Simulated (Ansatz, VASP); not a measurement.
# Co in VASP and in Ansatz

File POSCAR:

```
Co
1.0
   -1.4041371717      1.4041371717      1.4041371717
    1.4041371717     -1.4041371717      1.4041371717
    1.4041371717      1.4041371717     -1.4041371717
Co
1
Direct
    0.0000000000      0.0000000000      0.0000000000
```

INCAR.step1

```
SYSTEM = Co
PREC = Accurate
ENCUT = 600
ISMEAR = -1
SIGMA = 0.05
LREAL = .False.
LASPH = .True.
NELM = 150
ISPIN = 2
MAGMOM = 1.7
LMAXMIX = 4
GGA = PE
ALGO = Normal
EDIFF = 1E-4
LWAVE = .True.
LCHARG = .False.
```

The input INCAR.step2:

```
SYSTEM = Co
PREC = Accurate
ENCUT = 600
EDIFF = 1E-6
ISMEAR = -1
SIGMA = 0.05
LREAL = .False.
LASPH = .True.
NELM = 150
ALGO = Normal
ISIF = 3
LWAVE = .False.
LCHARG = .False.
ISPIN = 2
MAGMOM = 1.7
LORBIT = 11
LMAXMIX = 4
METAGGA = R2SCAN
LMIXTAU = .True.
IBRION = 2
NSW = 80
EDIFFG = -0.01
ISTART = 1
```

Contents of KPOINTS:

```
Automatic mesh
0
Gamma
  16 16 16
  0 0 0
```

Input for Ansatz:

```yaml
crystal:
  lattice:
    - [-1.4041371717, 1.4041371717, 1.4041371717]
    - [1.4041371717, -1.4041371717, 1.4041371717]
    - [1.4041371717, 1.4041371717, -1.4041371717]
  atoms:
    - { symbol: Co, position: [0.0, 0.0, 0.0], spin: 1.7 }
hamiltonian:
  xc: r2scan
  pseudopotentials:
    kind: paw
    azcp:
      Co: "pseudopotentials/Co.paw.azcp"
basis:
  ecutwfc: 500
  fft_grid_basis: typed
kpoints:
  mp_grid: { grid: [16, 16, 16], shift: [0, 0, 0] }
magnetization:
  spin_polarized: true
scf:
  occupations: { method: fermi_dirac, width: 0.05 }
relax:
  max_steps: 60
  f_tol: 0.01
  cell: {}
output:
  write_density: true
  write_potential: true
  elf: true
  volumetric_format: npy
```

Alike in both runs: task relaxation of cell and atoms; functional r2SCAN; k mesh 16 × 16 × 16; occupations fermi-dirac, width 0.05 eV; collinear spin.

```csv
,VASP,Ansatz
version,VASP 6.6.1,Ansatz 0.2.0
potentials or method,"VASP PAW PBE potentials, release 64 (Co), cutoff 600 eV","plane waves (500 eV) with PAW, scalar-relativistic"
valence electrons in the cell,9,17
```

```tsv
	VASP	Ansatz	Ansatz less VASP
net moment per atom (μB)	1.90	1.91	+0.009
size of the moment on the site where the two differ most (μB)	1.96	2.03	+0.066
relaxed volume (Å³/atom)	10.95	10.96	+0.005
relaxed cell length with the largest relative difference (Å)	2.423	2.423	+0.0004
```

VASP's potentials were made for PBE, not for r2SCAN. Site moments also hang on the region over which each program counts them. VASP's potentials hold 9 valence electrons a cell and Ansatz's 17, so a difference there can come from the potentials and not from the codes.
